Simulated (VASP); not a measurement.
Crystal: Cs2CrTe6.

```
CELL_PARAMETERS angstrom
0.00000 5.53955 5.53955
5.53955 0.00000 5.53955
5.53955 5.53955 0.00000
ATOMIC_POSITIONS crystal
Te 0.80800 0.19200 0.19200
Te 0.19200 0.80800 0.19200
Te 0.19200 0.80800 0.80800
Te 0.80800 0.19200 0.80800
Te 0.19200 0.19200 0.80800
Te 0.80800 0.80800 0.19200
Cr 0.00000 0.00000 0.00000
Cs 0.25000 0.25000 0.25000
Cs 0.75000 0.75000 0.75000
```

Base run:

* Program: VASP 6.6.1
* Functional: PBE
* Potentials or basis: VASP PAW PBE potentials, release 64 (Te, Cr_pv, Cs_sv)
* Cutoff: 520 eV
* k mesh: 3 × 3 × 3
* Occupations: gaussian, width 0.2395 eV
* Spin: no spin polarisation

Its results: band gap on the k mesh zero (band 33 reaches 4.50 eV, above the bottom of band 34 at 4.36 eV); pressure 21.9 GPa; largest force 10.436 eV/Å.

Q: The run is repeated on the same cell with these changes: spin from no spin polarisation to collinear spin, ferromagnetic start; further incar settings from ALGO = Normal; EDIFF = 1e-07; NBANDS = 43 to ALGO = Normal; EDIFF = 1e-06; NBANDS = 47. What comes out?

A: Band gap on the k mesh zero (filled and empty bands overlap); pressure 22.8 GPa; net moment 4.03 μB per cell; site moments Te +0.12; Cr +2.13; Cs +0.03 μB; largest force 10.748 eV/Å.

Caveats: spin-orbit coupling is left out, which moves the levels of the heavy elements; forces of over 1 eV/Å act on the atoms, so gaps and moduli don't describe the material at rest; a cell with one magnetic atom can't hold antiferromagnetic order, which such compounds often take (some runs).
